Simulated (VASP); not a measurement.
Wanted: the native input for a VASP 6.6.1 run.

| Property | Result |
| --- | --- |
| Task | single point |
| Functional | PBE |
| Potentials or basis | VASP PAW PBE potentials, release 64 (Co) |
| Cutoff | 520 eV |
| k mesh | 18 × 18 × 18 |
| Occupations | fermi-dirac, width 0.05 eV |
| Spin | non-collinear spin, typed start, spin-orbit coupling |
| Starting moments | [[0.0, 0.0, 2.0]] μB |
| Dipole correction | no |
| Further INCAR settings | ALGO = Normal; EDIFF = 1e-06; NBANDS = 20 |

The structure of Co lies in POSCAR:

```
Co
1.0
    0.0000000000      1.7566572351      1.7566572351
    1.7566572351      0.0000000000      1.7566572351
    1.7566572351      1.7566572351      0.0000000000
Co
1
Direct
    0.0000000000      0.0000000000      0.0000000000
```

One way to write it, as run:

INCAR

```
ALGO = Normal ; EDIFF = 1E-6
ENCUT = 520 ; GGA = PE
GGA_COMPAT = F ; ISIF = 2
ISMEAR = -1 ; LASPH = T
LCHARG = T ; LMAXMIX = 4
LORBIT = 11 ; LORBMOM = T
LREAL = F ; LSORBIT = T
LVHAR = T ; LWAVE = F
MAGMOM = 0 0 2 ; NBANDS = 20
NELM = 150 ; PREC = Accurate
SIGMA = 0.05
```

KPOINTS

```
k-points
0
Gamma
  18 18 18
```

Potentials or basis: VASP PAW PBE potentials, release 64 (Co).

Command:

```console
$ cat potpaw_PBE.64/Co/POTCAR > POTCAR
$ mpirun -np 1 vasp_ncl > vasp.out
```

Results of the run:

```yaml
Pressure: 0.5 GPa
Net_moment: 1.62 μB per cell
Valence_electrons_inside_the_program's_atomic_spheres: Co 8.27
```

Run time: 18 min on 1 thread of AMD EPYC 7R43 64-Core Processor (Zen 3) (shared host), peak memory 0.3 GiB.
